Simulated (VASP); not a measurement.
Wanted: the native input for a VASP 6.6.1 run.

```
Task                   : single point
Functional             : r2SCAN
Potentials or basis    : VASP PAW PBE potentials, release 64 (Al, N)
Cutoff                 : 520 eV
k mesh                 : 10 × 10 × 10
Occupations            : gaussian, width 0.01 eV
Spin                   : no spin polarisation
Dipole correction      : no
Further INCAR settings : ALGO = Normal; EDIFF = 1e-06; NBANDS = 11
```

The system is AlN.

```
Al N
1.0
     2.19191    2.19191    0.00000
    -2.19191    2.19191    0.00000
     0.00000    2.19191    2.19191
Al N
1 1
Direct
  0.00000 0.00000 0.00000
  0.25000 0.75000 0.50000
```

The input as run:

POSCAR

```
AlN
1.0
    2.1919066949      2.1919066949      0.0000000000
   -2.1919066949      2.1919066949      0.0000000000
    0.0000000000      2.1919066949      2.1919066949
Al N
1 1
Direct
    0.0000000000      0.0000000000      0.0000000000
    0.2500000000      0.7500000000      0.5000000000
```

INCAR.step1

```
SYSTEM = AlN
PREC     = Accurate       ! precision mode
ENCUT    = 520            ! plane-wave cutoff, eV
ISMEAR   = 0              ! smearing method
SIGMA    = 0.01           ! smearing width, eV
LREAL    = .FALSE.        ! projectors in reciprocal space
LASPH    = .TRUE.         ! aspherical terms in the spheres
NELM     = 60             ! most SCF steps
NBANDS   = 11             ! bands
GGA      = PE             ! functional
ALGO     = Normal         ! electronic algorithm
EDIFF    = 1E-4           ! SCF threshold, eV
LWAVE    = .TRUE.         ! write WAVECAR
LCHARG   = .FALSE.        ! write CHGCAR
```

INCAR.step2

```
SYSTEM = AlN
PREC     = Accurate       ! precision mode
ENCUT    = 520            ! plane-wave cutoff, eV
EDIFF    = 1E-6           ! SCF threshold, eV
ISMEAR   = 0              ! smearing method
SIGMA    = 0.01           ! smearing width, eV
LREAL    = .FALSE.        ! projectors in reciprocal space
LASPH    = .TRUE.         ! aspherical terms in the spheres
NELM     = 60             ! most SCF steps
ALGO     = Normal         ! electronic algorithm
ISIF     = 2              ! what is computed and relaxed
LWAVE    = .FALSE.        ! write WAVECAR
LCHARG   = .FALSE.        ! write CHGCAR
METAGGA  = R2SCAN         ! meta-GGA
LMIXTAU  = .TRUE.       
NBANDS   = 11             ! bands
ISTART   = 1
```

KPOINTS

```
Automatic mesh
0
G
  10 10 10
  0 0 0
```

Potentials or basis: VASP PAW PBE potentials, release 64 (Al, N).

Run with:

```console
$ cat potpaw_PBE.64/Al/POTCAR potpaw_PBE.64/N/POTCAR > POTCAR
$ cp INCAR.step1 INCAR
$ mpirun -np 1 vasp_std > vasp.out
$ cp INCAR.step2 INCAR
$ mpirun -np 1 vasp_std > vasp.out
```

Results of the run:

```
Pressure               : -2.4 GPa
Band gap on the k mesh : 3.93 eV, indirect (least direct gap 4.79 eV)
```

Caveat: the PAW data sets were made with another functional, which shifts forces and pressure a little.

Wall time 98 s on 1 thread of AMD EPYC 7R13, on a shared host, peak memory 0.11 GiB.
